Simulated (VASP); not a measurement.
# InSb2As3 (P4/mmm) in VASP: further runs, part 2 of 2

VASP 6.6.1. Earlier steps stand in the parts before.

## Step 3: Single point, PBE

This run uses another cell than the first one, of 28.65 Å³/atom, 1.047 times its volume.

INCAR

```
SYSTEM = InSb2As3
PREC     = Accurate       ! precision mode
ENCUT    = 520            ! plane-wave cutoff, eV
EDIFF    = 1E-7           ! SCF threshold, eV
ISMEAR   = 0              ! smearing method
SIGMA    = 0.1            ! smearing width, eV
LREAL    = .FALSE.        ! projectors in reciprocal space
LASPH    = .TRUE.         ! aspherical terms in the spheres
NELM     = 100            ! most SCF steps
ALGO     = Normal         ! electronic algorithm
ISIF     = 2              ! what is computed and relaxed
LWAVE    = .FALSE.        ! write WAVECAR
LCHARG   = .TRUE.         ! write CHGCAR
GGA      = PE             ! functional
LELF     = .TRUE.         ! ELF
LVHAR    = .TRUE.       
NBANDS   = 28             ! bands
```

KPOINTS

```
Automatic mesh
0
G
  4 4 4
  0 0 0
```

POSCAR

```
InSb2As3
1.0
    4.8536675400      0.0000000000      0.0000000000
    0.0000000000      4.8536675400      0.0000000000
    0.0000000000      0.0000000000      7.2961108700
In Sb As
1 2 3
Direct
    0.0000000000      0.0000000000      0.0000000000
    0.0000000000      0.0000000000      0.2728035600
    0.0000000000      0.0000000000      0.7271964400
    0.5000000000      0.0000000000      0.5000000000
    0.0000000000      0.5000000000      0.5000000000
    0.5000000000      0.5000000000      0.0000000000
```

Potentials or basis: VASP PAW PBE potentials, release 64 (In_d, Sb, As).

Started as:

```console
> cat potpaw_PBE.64/In_d/POTCAR potpaw_PBE.64/Sb/POTCAR potpaw_PBE.64/As/POTCAR > POTCAR
> mpirun -np 1 vasp_std > vasp.out
```

OUTCAR:

```text
SYSTEM = InSb2As3
   PREC = Accurate
   ENCUT = 520
   EDIFF = 1E-7
   ISMEAR = 0
   LREAL = .FALSE.
   LASPH = .TRUE.
   NELM = 100
   ISIF = 2
   GGA = PE

 ion  position               nearest neighbor table
   1  0.000  0.000  0.000-   2 1.99   3 1.99   6 3.43   6 3.43   6 3.43   6 3.43
   2  0.000  0.000  0.273-   1 1.99   4 2.94   5 2.94   5 2.94   4 2.94   3 3.32
   3  0.000  0.000  0.727-   1 1.99   4 2.94   5 2.94   5 2.94   4 2.94   2 3.32
   4  0.500  0.000  0.500-   2 2.94   3 2.94   2 2.94   3 2.94
   5  0.000  0.500  0.500-   2 2.94   3 2.94   2 2.94   3 2.94
   6  0.500  0.500  0.000-   1 3.43   1 3.43   1 3.43   1 3.43

  LATTYP: Found a simple tetragonal cell.
 ALAT       =     4.8536675400
 C/A-ratio  =     1.5032160340

  Lattice vectors:

 A1 = (   4.8536675400,   0.0000000000,   0.0000000000)
 A2 = (   0.0000000000,   4.8536675400,   0.0000000000)
 A3 = (   0.0000000000,   0.0000000000,   7.2961108700)

Analysis of symmetry for initial positions (statically):
=====================================================================
 Subroutine PRICEL returns:
 Original cell was already a primitive cell.

 Routine SETGRP: Setting up the symmetry group for a
 simple tetragonal supercell.

 Subroutine GETGRP returns: Found 16 space group operations
 (whereof 16 operations were pure point group operations)
 out of a pool of 16 trial point group operations.

The static configuration has the point symmetry D_4h.

Analysis of symmetry for dynamics (positions and initial velocities):
=====================================================================
 Subroutine PRICEL returns:
 Original cell was already a primitive cell.

 Routine SETGRP: Setting up the symmetry group for a
 simple tetragonal supercell.

 Subroutine GETGRP returns: Found 16 space group operations
[... 123 lines left out ...]
     AMIX     =   0.40;   BMIX     =  1.00
     AMIX_MAG =   1.60;   BMIX_MAG =  1.00
  volume/ion in A,a.u.               =      28.65       193.32
  Fermi-wavevector in a.u.,A,eV,Ry     =   0.989902  1.870644 13.332430  0.979906
  Thomas-Fermi vector in A             =   2.121534
   LORBIT       =      0    0 simple, 1 ext, 2 COOP (PROOUT), +10 PAW based schemes
   GGA     = PE    functional components
   LHFCALC =     F    Hartree Fock is set to
   AEXX    =    0.0000 exact exchange contribution
   IVDW    =     0    specifies the selected vdW correction
   LEPSILON=     F    determine dielectric tensor
   LRPA    =     F    only Hartree local field effects (RPA)
 non-spin polarized calculation
 Gauss-broadening in eV      SIGMA  =   0.10
  energy-cutoff  :      520.00
  volume of cell :      171.88
 maximum number of plane-waves:      4663
   NGX = 19   NGY = 19   NGZ = 27

 number of electron      37.9999996 magnetization

 Free energy of the ion-electron system (eV)
  ---------------------------------------------------
  ext. energy  EPLUGINS =         0.00000000
  ---------------------------------------------------
  free energy    TOTEN  =        -9.86008935 eV

  energy without entropy =       -9.83406833  energy(sigma->0) =       -9.84707884

 E-fermi :   4.5888     XC(G=0):  -9.1393

 val. band max:        4.5805133204   @ k =   0.2500   0.0000   0.5000
 cond. band min:       4.5920355462   @ k =   0.2500   0.2500   0.5000
 fundamental gap:      0.0115222257
 Fermi energy:         4.5887610598

 k-point     1 :       0.0000    0.0000    0.0000
  band No.  band energies     occupation
      1     -13.9518      2.00000
      2     -12.5816      2.00000
      3     -12.5816      2.00000
      4     -11.4970      2.00000
      5     -11.4908      2.00000
      6      -8.0792      2.00000
[... 547 lines left out ...]
     27      10.8377      0.00000
     28      10.8377      0.00000

------------------------ aborting loop because EDIFF is reached ----------------------------------------

  FORCE on cell =-STRESS in cart. coord.  units (eV):
  Direction    XX          YY          ZZ          XY          YZ          ZX
  --------------------------------------------------------------------------------------
  -------------------------------------------------------------------------------------
  Total       -7.1069095     -7.1069095     92.8575146      0.0000000     -0.0000000      0.0000000
  in kB      -66.2460357    -66.2460357    865.5579749      0.0000000     -0.0000000      0.0000000
  external PRESSURE =     244.3553012 kB  Pullay stress =       0.0000000 kB

 VOLUME and BASIS-vectors are now :
 -----------------------------------------------------------------------------
  energy-cutoff  :      520.00
  volume of cell :      171.88
      direct lattice vectors                 reciprocal lattice vectors
     4.853667540  0.000000000  0.000000000     0.206029769  0.000000000  0.000000000
     0.000000000  4.853667540  0.000000000     0.000000000  0.206029769  0.000000000
     0.000000000  0.000000000  7.296110870     0.000000000  0.000000000  0.137059321

 POSITION                                       TOTAL-FORCE (eV/Angst)
 -----------------------------------------------------------------------------------
      0.00000      0.00000      0.00000         0.000000      0.000000      0.000000
      0.00000      0.00000      1.99041        -0.000000     -0.000000     22.670904
      0.00000      0.00000      5.30571         0.000000     -0.000000    -22.670904
      2.42683      0.00000      3.64806         0.000000      0.000000      0.000000
      0.00000      2.42683      3.64806         0.000000      0.000000      0.000000
      2.42683      2.42683      0.00000         0.000000      0.000000      0.000000
 -----------------------------------------------------------------------------------
    total drift:                                0.000000      0.000000      0.000000

  FREE ENERGIE OF THE ION-ELECTRON SYSTEM (eV)
  ---------------------------------------------------
  free  energy   TOTEN  =        -9.8600893489 eV

  energy  without entropy=       -9.8340683278  energy(sigma->0) =       -9.84707884
```

OSZICAR:

```text
N       E                     dE             d eps       ncg     rms          rms(c)
DAV:   1     0.284874978560E+03    0.28487E+03   -0.14896E+04  1008   0.121E+03
DAV:   2     0.187327170425E+02   -0.26614E+03   -0.25700E+03  1132   0.283E+02
DAV:   3    -0.901470575816E+01   -0.27747E+02   -0.27003E+02  1308   0.985E+01
DAV:   4    -0.101985919416E+02   -0.11839E+01   -0.11704E+01  1172   0.219E+01
DAV:   5    -0.102461854269E+02   -0.47593E-01   -0.47584E-01  1528   0.447E+00    0.956E+00
DAV:   6    -0.999796233684E+01    0.24822E+00   -0.51877E-01  1388   0.578E+00    0.528E+00
DAV:   7    -0.999678768931E+01    0.11746E-02   -0.14309E+00  1416   0.357E+00    0.256E+00
DAV:   8    -0.986030524528E+01    0.13648E+00   -0.54613E-01  1440   0.196E+00    0.118E+00
DAV:   9    -0.986133385976E+01   -0.10286E-02   -0.26155E-02  1204   0.792E-01    0.104E+00
DAV:  10    -0.986246900955E+01   -0.11351E-02   -0.14445E-02  1244   0.633E-01    0.258E-01
DAV:  11    -0.986016486276E+01    0.23041E-02   -0.81845E-03  1316   0.342E-01    0.902E-02
DAV:  12    -0.986015139402E+01    0.13469E-04   -0.47443E-04  1120   0.930E-02    0.746E-02
DAV:  13    -0.986009861557E+01    0.52778E-04   -0.11711E-04  1456   0.319E-02    0.362E-02
DAV:  14    -0.986009163929E+01    0.69763E-05   -0.27045E-05  1092   0.215E-02    0.245E-02
DAV:  15    -0.986008954204E+01    0.20973E-05   -0.10934E-05  1468   0.108E-02    0.821E-03
DAV:  16    -0.986008937587E+01    0.16616E-06   -0.17005E-06  1124   0.571E-03    0.304E-03
DAV:  17    -0.986008934894E+01    0.26938E-07   -0.64484E-07   980   0.267E-03
   1 F= -.98600893E+01 E0= -.98470788E+01  d E =-.260210E-01
```

stdout:

```text
POSCAR found type information on POSCAR InSbAs
 POSCAR found :  3 types and       6 ions
 scaLAPACK will be used
 LDA part: xc-table for (Slater+PW92), standard interpolation
 POSCAR, INCAR and KPOINTS ok, starting setup
 FFT: planning ... GRIDC
 FFT: planning ... GRID_SOFT
 FFT: planning ... GRID
 WAVECAR not read
 entering main loop
```

It took 2.6 min on 1 thread of Intel Xeon Platinum 8259CL at 2.50GHz (Skylake/Cascade Lake), shared host; peak memory 0.29 GiB.

What came out:

```
Free energy            : -9.8601 eV
Pressure               : 24.4 GPa
Largest force          : 22.671 eV/Å
Band gap on the k mesh : zero (band 19 reaches 5.76 eV, above the bottom of band 20 at 4.20 eV)
```

Forces on the atoms (eV/Å):
```
In    0.000   0.000   0.000
Sb    0.000   0.000  22.671
Sb    0.000   0.000 -22.671
As    0.000   0.000   0.000
As    0.000   0.000   0.000
As    0.000   0.000   0.000
```

Stress tensor (GPa, compression positive):
```
-6.62  0.00  0.00
 0.00 -6.62  0.00
 0.00  0.00 86.56
```

Levels at points of the mesh, in eV from the Fermi level:
```
           k point  band 15  band 16  band 17  band 18  band 19  band 20  band 21  band 22  band 23  band 24
(0.00, 0.00, 0.00)    -1.36    -1.36    -0.52    -0.48    -0.48    -0.39     0.66     0.66     2.32     2.32
(0.50, 0.00, 0.00)    -1.67    -0.92    -0.66    -0.34    -0.28    -0.04     0.16     0.25     1.41     1.89
(0.50, 0.50, 0.00)    -3.27    -2.99    -0.46    -0.22     1.17     1.25     1.25     2.22     2.47     3.66
(0.00, 0.00, 0.50)    -2.71    -2.39    -0.59     0.01     0.66     0.66     0.81     0.81     1.36     3.08
(0.50, 0.00, 0.50)    -2.05    -1.58    -0.80    -0.74    -0.30    -0.09     0.60     1.44     1.48     2.75
(0.50, 0.50, 0.50)    -3.15    -1.14    -1.14     0.08     0.12     0.12     1.17     2.47     2.75     2.75
```

Caveat: spin-orbit coupling is left out, which moves the levels of the heavy elements; forces of over 1 eV/Å act on the atoms, so gaps and moduli don't describe the material at rest.
